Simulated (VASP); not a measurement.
**In4BiP3: single point with r2SCAN**

The system is In4BiP3.

```xyz
8
Lattice="5.9919 0.0000 0.0000 0.0000 5.9919 0.0000 0.0000 0.0000 5.9919" Properties=species:S:1:pos:R:3 pbc="T T T"
P     2.9960    0.0000    0.0000
P     0.0000    2.9960    0.0000
P     0.0000    0.0000    2.9960
In    1.4097    4.5822    4.5822
In    4.5822    1.4097    4.5822
In    4.5822    4.5822    1.4097
In    1.4097    1.4097    1.4097
Bi    2.9960    2.9960    2.9960
```

```
Program                : VASP 6.6.1
Task                   : single point
Functional             : r2SCAN
Potentials or basis    : VASP PAW PBE potentials, release 64 (P, In_d, Bi_d)
Cutoff                 : 520 eV
k mesh                 : 4 × 4 × 4
Occupations            : fermi-dirac, width 0.02 eV
Spin                   : no spin polarisation
Dipole correction      : no
Further INCAR settings : ALGO = Normal; EDIFF = 1e-06; NBANDS = 51
```

```json
{
  "Pressure": "3.9 GPa",
  "Largest force": "0.049 eV/Å",
  "Band gap on the k mesh": "0.12 eV"
}
```

Forces in eV/Å, atoms in the order of the input:
```
P    0.000  0.000  0.000
P    0.000  0.000  0.000
P    0.000  0.000  0.000
In  -0.028  0.028  0.028
In   0.028 -0.028  0.028
In   0.028  0.028 -0.028
In  -0.028 -0.028 -0.028
Bi   0.000  0.000  0.000
```

Levels at points of the mesh, in eV from the valence-band top:
| k point | band 39 | band 40 | band 41 | band 42 | band 43 | band 44 |
| --- | --- | --- | --- | --- | --- | --- |
| (0.00, 0.00, 0.00) | 0.00 | 0.00 | 0.00 | 0.12 | 1.31 | 1.94 |
| (0.50, 0.00, 0.00) | -2.06 | -1.19 | -1.19 | 2.05 | 2.14 | 2.89 |
| (0.50, 0.50, 0.00) | -1.48 | -0.81 | -0.81 | 2.48 | 2.48 | 3.09 |
| (0.50, 0.50, 0.50) | -0.50 | -0.50 | -0.50 | 1.14 | 1.14 | 1.14 |

Run time: 4.2 min on 1 thread of Intel(R) Xeon(R) 6975P-C (Granite Rapids), on a shared host, peak memory 0.41 GiB.

Caveat: the cell stands under pressure; the PAW data sets were made with another functional, which shifts forces and pressure a little; spin-orbit coupling is left out, which moves the levels of the heavy elements.
